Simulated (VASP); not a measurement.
Crystal: CsSe.

```
Cs Se
1.0
     5.15574    0.00000    0.00000
    -2.57787    4.46500    0.00000
     0.00000    0.00000    7.10899
Cs Se
2 2
Direct
  0.00000 0.00000 0.32065
  0.00000 0.00000 0.82065
  0.66667 0.33333 0.25000
  0.33333 0.66667 0.75000
```

The cell was generated, and may not be a known phase.

| Item | Value |
| --- | --- |
| Program | VASP 6.6.1 |
| Task | relaxation of cell and atoms |
| Functional | PBE |
| Potentials or basis | VASP PAW PBE potentials, release 64 (Cs_sv, Se) |
| Cutoff | 600 eV |
| k mesh | 6 × 6 × 4 |
| Occupations | gaussian, width 0.1 eV |
| Spin | no spin polarisation |

At the start: pressure 5.9 GPa; volume 40.91 Å³/atom.

**Question.** How do energy, volume and symmetry change on relaxing?

**Answer.** Over 29 steps the energy falls by 473.8 meV/atom and the volume is 49.27 Å³/atom (+20.4 %); space group P6_3mc (No. 186, to 0.1 Å) before, P6_3/mmc (No. 194, to 0.1 Å).

The path:
| step | energy change (eV) | largest force (eV/Å) | pressure (GPa) | volume (Å³) |
| --- | --- | --- | --- | --- |
| 1 | 0.0000 | 0.2765 | 5.87 | 163.65 |
| 2 | -0.8837 | 0.1881 | 1.54 | 201.63 |
| 3 | -0.9940 | 0.1432 | 0.50 | 219.66 |
| 4 | -1.0041 | 0.1271 | 0.20 | 226.62 |
| 5 | -1.0044 | 0.1239 | 0.15 | 228.01 |
| 6 | -1.0311 | 0.1273 | 0.12 | 231.15 |
| 7 | -1.0832 | 0.1376 | 0.11 | 240.33 |
| 8 | -1.1223 | 0.1583 | 0.13 | 257.66 |
| 9 | -1.1249 | 0.1619 | 0.14 | 261.46 |
| 10 | -1.1439 | 0.1304 | -0.16 | 273.13 |
| 11 | -1.1448 | 0.1223 | -0.22 | 275.88 |
| 12 | -1.1645 | 0.1316 | -0.26 | 275.02 |
| 13 | -1.2318 | 0.1500 | -0.41 | 272.37 |
| 14 | -1.3851 | 0.1415 | -0.85 | 266.89 |
| 15 | -1.5774 | 0.0446 | -1.30 | 255.23 |
| 16 | -1.5843 | 0.0534 | -1.28 | 254.03 |
| 17 | -1.6011 | 0.0850 | -1.21 | 250.43 |
| 18 | -1.6123 | 0.1652 | -0.98 | 243.32 |
| 19 | -1.6129 | 0.1445 | -1.04 | 244.91 |
| 20 | -1.6248 | 0.1450 | -1.04 | 243.61 |
| 21 | -1.6602 | 0.1444 | -1.01 | 239.74 |
| 22 | -1.7268 | 0.1357 | -0.95 | 232.11 |
| 23 | -1.8340 | 0.0828 | -0.71 | 217.30 |
| 24 | -1.8443 | 0.2129 | 0.46 | 189.43 |
| 25 | -1.8832 | 0.0078 | -0.32 | 204.20 |
| 26 | -1.8856 | 0.0447 | -0.18 | 200.83 |
| 27 | -1.8856 | 0.0351 | -0.22 | 201.66 |
| 28 | -1.8890 | 0.0228 | -0.18 | 200.52 |
| 29 | -1.8954 | 0.0184 | -0.04 | 197.09 |

Final structure:
```cif
data_structure
_symmetry_space_group_name_H-M 'P 1'
_symmetry_Int_Tables_number 1
_cell_length_a 4.9846
_cell_length_b 4.9846
_cell_length_c 9.1594
_cell_angle_alpha 90.000
_cell_angle_beta 90.000
_cell_angle_gamma 120.000
_cell_volume 197.09
loop_
_atom_site_label
_atom_site_type_symbol
_atom_site_fract_x
_atom_site_fract_y
_atom_site_fract_z
_atom_site_occupancy
Cs1 Cs 0.00000 0.00000 0.41109 1
Cs2 Cs 0.00000 0.00000 0.91109 1
Se1 Se 0.66667 0.33333 0.15955 1
Se2 Se 0.33333 0.66667 0.65955 1
```

Caveat: the volume moved by over 15 % at a fixed basis, so the end points are rough.
